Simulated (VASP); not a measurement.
# WSe2 in VASP: further runs, part 2 of 2

VASP 6.6.1.

### 3 Single point, PBEsol (35.92 Å³/atom)

This run uses another cell than the first one.

Input file INCAR:

```
ALGO     = Normal         # electronic algorithm
EDIFF    = 1E-6           # SCF threshold, eV
ENCUT    = 520            # plane-wave cutoff, eV
GGA      = PS             # functional
ISIF     = 2              # what is computed and relaxed
ISMEAR   = 0              # smearing method
LASPH    = T              # aspherical terms in the spheres
LCHARG   = F              # write CHGCAR
LREAL    = F              # projectors in reciprocal space
LWAVE    = F              # write WAVECAR
NBANDS   = 35             # bands
NELM     = 100            # most SCF steps
PREC     = Accurate       # precision mode
SIGMA    = 0.02           # smearing width, eV
```

Input file KPOINTS:

```
k-points
0
Gamma
  12 12 2
```

Input file POSCAR:

```
WSe2
1.0
    3.2708292985      0.0000000000      0.0000000000
   -1.6354146492      2.8326212640      0.0000000000
    0.0000000000      0.0000000000     23.2609200208
W Se
2 4
Direct
    0.6666666667      0.3333333333      0.1420178770
    0.3333333333      0.6666666667      0.8579821230
    0.3333333333      0.6666666667      0.2139006783
    0.6666666667      0.3333333333      0.9299654634
    0.3333333333      0.6666666667      0.0700345366
    0.6666666667      0.3333333333      0.7860993217
```

Potentials or basis: VASP PAW PBE potentials, release 64 (W_sv, Se).

Started as:

```
$ cat potpaw_PBE.64/W_sv/POTCAR potpaw_PBE.64/Se/POTCAR > POTCAR
$ mpirun -np 1 vasp_std > vasp.out
```

OUTCAR:

```text
EDIFF = 1E-6
   ENCUT = 520
   GGA = PS
   ISIF = 2
   ISMEAR = 0
   LASPH = T
   LREAL = F
   NELM = 100
   PREC = Accurate

 ion  position               nearest neighbor table
   1  0.667  0.333  0.142-   3 2.52   3 2.52   3 2.52   5 2.52   5 2.52   5 2.52
   2  0.333  0.667  0.858-   6 2.52   6 2.52   6 2.52   4 2.52   4 2.52   4 2.52
   3  0.333  0.667  0.214-   1 2.52   1 2.52   1 2.52
   4  0.667  0.333  0.930-   2 2.52   2 2.52   2 2.52
   5  0.333  0.667  0.070-   1 2.52   1 2.52   1 2.52
   6  0.667  0.333  0.786-   2 2.52   2 2.52   2 2.52

  LATTYP: Found a hexagonal cell.
 ALAT       =     3.2708292985
 C/A-ratio  =     7.1116276326

  Lattice vectors:

 A1 = (   3.2708292985,   0.0000000000,   0.0000000000)
 A2 = (  -1.6354146492,   2.8326212640,   0.0000000000)
 A3 = (   0.0000000000,   0.0000000000,  23.2609200208)

Analysis of symmetry for initial positions (statically):
=====================================================================
 Subroutine PRICEL returns:
[... 182 lines left out ...]
 cond. band min:       2.5063771364   @ k =   0.1667   0.1667   0.0000
 fundamental gap:      1.4206064358
 Fermi energy:         1.2857505161

 k-point     1 :       0.0000    0.0000    0.0000
  band No.  band energies     occupation
      1     -72.9042      2.00000
      2     -72.9042      2.00000
      3     -37.1697      2.00000
      4     -37.1697      2.00000
      5     -37.0198      2.00000
      6     -37.0198      2.00000
[... 901 lines left out ...]
     34       5.4727      0.00000
     35       6.9023      0.00000

 [... further k-points ...]

------------------------ aborting loop because EDIFF is reached ----------------------------------------

  FORCE on cell =-STRESS in cart. coord.  units (eV):
  Direction    XX          YY          ZZ          XY          YZ          ZX
  --------------------------------------------------------------------------------------
  -------------------------------------------------------------------------------------
  Total        0.2804341      0.2804341      0.4088964      0.0000000      0.0000000     -0.0000000
  in kB        2.0848180      2.0848180      3.0398393      0.0000000      0.0000000     -0.0000000
  external PRESSURE =       2.4031584 kB  Pullay stress =       0.0000000 kB

 VOLUME and BASIS-vectors are now :
 -----------------------------------------------------------------------------
  energy-cutoff  :      520.00
  volume of cell :      215.51
      direct lattice vectors                 reciprocal lattice vectors
     3.270829298  0.000000000  0.000000000     0.305732861  0.176514950  0.000000000
    -1.635414649  2.832621264  0.000000000     0.000000000  0.353029899  0.000000000
     0.000000000  0.000000000 23.260920021     0.000000000  0.000000000  0.042990561

 POSITION                                       TOTAL-FORCE (eV/Angst)
 -----------------------------------------------------------------------------------
      1.63541      0.94421      3.30347         0.000000      0.000000     -0.000236
     -0.00000      1.88841     19.95745        -0.000000      0.000000      0.000236
     -0.00000      1.88841      4.97553        -0.000000      0.000000      0.064514
      1.63541      0.94421     21.63185         0.000000      0.000000      0.064660
     -0.00000      1.88841      1.62907         0.000000      0.000000     -0.064660
      1.63541      0.94421     18.28539         0.000000     -0.000000     -0.064514
 -----------------------------------------------------------------------------------
    total drift:                               -0.000000      0.000000      0.000000

  FREE ENERGIE OF THE ION-ELECTRON SYSTEM (eV)
  ---------------------------------------------------
  free  energy   TOTEN  =       -46.5111634827 eV

  energy  without entropy=      -46.5111634827  energy(sigma->0) =      -46.51116348
```

OSZICAR:

```text
N       E                     dE             d eps       ncg     rms          rms(c)
DAV:   1     0.480118759160E+03    0.48012E+03   -0.27248E+04  3060   0.132E+03
DAV:   2    -0.155915279284E+02   -0.49571E+03   -0.48201E+03  3355   0.336E+02
DAV:   3    -0.475384350586E+02   -0.31947E+02   -0.31566E+02  3325   0.820E+01
[... 14 lines left out ...]
DAV:  18    -0.465111335949E+02   -0.45794E-04   -0.15381E-06  2319   0.323E-03    0.188E-03
DAV:  19    -0.465111559242E+02   -0.22329E-04   -0.98366E-07  2323   0.212E-03    0.710E-04
DAV:  20    -0.465111617775E+02   -0.58533E-05   -0.19980E-07  2112   0.998E-04    0.540E-04
DAV:  21    -0.465111631943E+02   -0.14168E-05   -0.61464E-08  1800   0.580E-04    0.212E-04
DAV:  22    -0.465111634827E+02   -0.28836E-06   -0.17920E-08  1656   0.354E-04
   1 F= -.46511163E+02 E0= -.46511163E+02  d E =-.594307E-47
```

stdout:

```text
POSCAR found type information on POSCAR W Se
 POSCAR found :  2 types and       6 ions
 scaLAPACK will be used
 -----------------------------------------------------------------------------
|                                                                             |
|                                                                             |
|     You enforced a specific xc type in the INCAR file but a different       |
|     I HOPE YOU KNOW WHAT YOU ARE DOING!                                     |
|                                                                             |
 -----------------------------------------------------------------------------

 LDA part: xc-table for (Slater+PW92), standard interpolation
 POSCAR, INCAR and KPOINTS ok, starting setup
 FFT: planning ... GRIDC
 FFT: planning ... GRID_SOFT
 FFT: planning ... GRID
 WAVECAR not read
 entering main loop
```

Run time: 11 min. Hardware: 1 thread of Intel Xeon 8259CL, shared host; peak memory 0.47 GiB.

Results:

```yaml
Free_energy: -46.5112 eV
Largest_force: 0.065 eV/Å
Band_gap_on_the_k_mesh: 1.42 eV (least direct gap 1.64 eV)
```

Forces in eV/Å, atoms in the order of the input:
```
W    0.000  0.000  0.000
W    0.000  0.000  0.000
Se   0.000  0.000  0.065
Se   0.000  0.000  0.065
Se   0.000  0.000 -0.065
Se   0.000  0.000 -0.065
```

Caveat: there is no dipole correction, which matters where the two faces differ; the PAW data sets were made with another functional, which shifts forces and pressure a little; spin-orbit coupling is left out, which moves the levels of the heavy elements.

### 4 Single point, PBEsol

This run uses another cell than the first one.

Input file INCAR:

```
SYSTEM = WSe2
PREC = Accurate
ENCUT = 520
EDIFF = 1E-6
ISMEAR = 0
SIGMA = 0.02
LREAL = .FALSE.
LASPH = .TRUE.
NELM = 80
ALGO = Normal
ISIF = 2
LWAVE = .FALSE.
LCHARG = .FALSE.
GGA = PS
NBANDS = 35
```

Input file KPOINTS:

```
Automatic mesh
0
G
  12 12 2
  0 0 0
```

Input file POSCAR:

```
WSe2
1.0
    3.2706140677      0.0000000000      0.0000000000
   -1.6353070338      2.8324348686      0.0000000000
    0.0000000000      0.0000000000     23.9834861921
W Se
2 4
Direct
    0.6666666667      0.3333333333      0.1376486585
    0.3333333333      0.6666666667      0.8623513415
    0.3333333333      0.6666666667      0.2073654521
    0.6666666667      0.3333333333      0.9321646897
    0.3333333333      0.6666666667      0.0678353103
    0.6666666667      0.3333333333      0.7926345479
```

Started as:

```
$ cat potpaw_PBE.64/W_sv/POTCAR potpaw_PBE.64/Se/POTCAR > POTCAR
$ mpirun -np 1 vasp_std > vasp.out
```

It took 10 min on 1 thread of Intel Xeon 8259CL, shared host; peak memory 0.48 GiB.

The run converged. Its results:

| Item | Value |
| --- | --- |
| Free energy | -46.5112 eV |
| Largest force | 0.066 eV/Å |
| Band gap on the k mesh | 1.42 eV (least direct gap 1.64 eV) |

Forces in eV/Å, atoms in the order of the input:
```
W    0.000  0.000  0.001
W    0.000  0.000 -0.001
Se   0.000  0.000  0.066
Se   0.000  0.000  0.066
Se   0.000  0.000 -0.066
Se   0.000  0.000 -0.066
```

Levels at points of the mesh, in eV from the valence-band top:
```
           k point  band 23  band 24  band 25  band 26  band 27  band 28  band 29  band 30
(0.00, 0.00, 0.00)    -1.21    -1.21    -0.63     0.00     2.99     2.99     3.02     3.02
(0.50, 0.00, 0.00)    -1.11    -1.06    -0.95    -0.85     2.47     2.49     2.71     2.89
(0.00, 0.00, 0.50)    -1.21    -1.21    -0.63     0.00     2.99     2.99     3.02     3.02
(0.50, 0.00, 0.50)    -1.11    -1.06    -0.95    -0.85     2.47     2.49     2.71     2.89
```

Caveat: there is no dipole correction, which matters where the two faces differ; the PAW data sets were made with another functional, which shifts forces and pressure a little; spin-orbit coupling is left out, which moves the levels of the heavy elements.

### 5 Overview

| cell | gap on the mesh (eV) | largest force (eV/Å) |
| --- | --- | --- |
| a = 3.271, b = 3.271, c = 22.541 Å, angles 90.0, 90.0, 120.0°, 6 atoms, atomic positions A | 1.42 | 0.07 |
| a = 3.271, b = 3.271, c = 23.261 Å, angles 90.0, 90.0, 120.0°, 6 atoms, atomic positions B | 1.42 | 0.06 |
| a = 3.271, b = 3.271, c = 23.983 Å, angles 90.0, 90.0, 120.0°, 6 atoms, atomic positions C | 1.42 | 0.07 |

Alike in all rows: task single point; level PBEsol; potentials or basis VASP PAW PBE potentials, release 64 (W_sv, Se); no spin polarisation; k mesh 12 × 12 × 2; cutoff (eV) 520; smearing gaussian 0.02 eV.

Caveats: there is no dipole correction, which matters where the two faces differ; the PAW data sets were made with another functional, which shifts forces and pressure a little; spin-orbit coupling is left out, which moves the levels of the heavy elements.

Absolute energies hang on the potentials; compare differences alone.
